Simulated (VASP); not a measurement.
CaS:

```
CELL_PARAMETERS angstrom
0.00000 2.84793 2.84793
2.84793 0.00000 2.84793
2.84793 2.84793 0.00000
ATOMIC_POSITIONS crystal
Ca 0.00000 0.00000 0.00000
S 0.50000 0.50000 0.50000
```

Base run:

| Quantity | Value |
| --- | --- |
| Program | VASP 6.6.1 |
| Functional | r2SCAN |
| Potentials or basis | VASP PAW PBE potentials, release 64 (Ca_sv, S) |
| Cutoff | 550 eV |
| k mesh | 6 × 6 × 6 |
| Occupations | gaussian, width 0.01 eV |
| Spin | no spin polarisation |

Its results: band gap on the k mesh 2.80 eV (least direct gap 3.63 eV); pressure 0.3 GPa.

Question: The run is repeated on the same cell with these changes: functional from r2SCAN to PBE; cutoff from 550 eV to 500 eV. What comes out?

Answer: Band gap on the k mesh 2.36 eV (least direct gap 3.16 eV); pressure 0.6 GPa.

Caveats: the PAW data sets were made with another functional, which shifts forces and pressure a little (at least some runs).

A k mesh can miss the band edges.
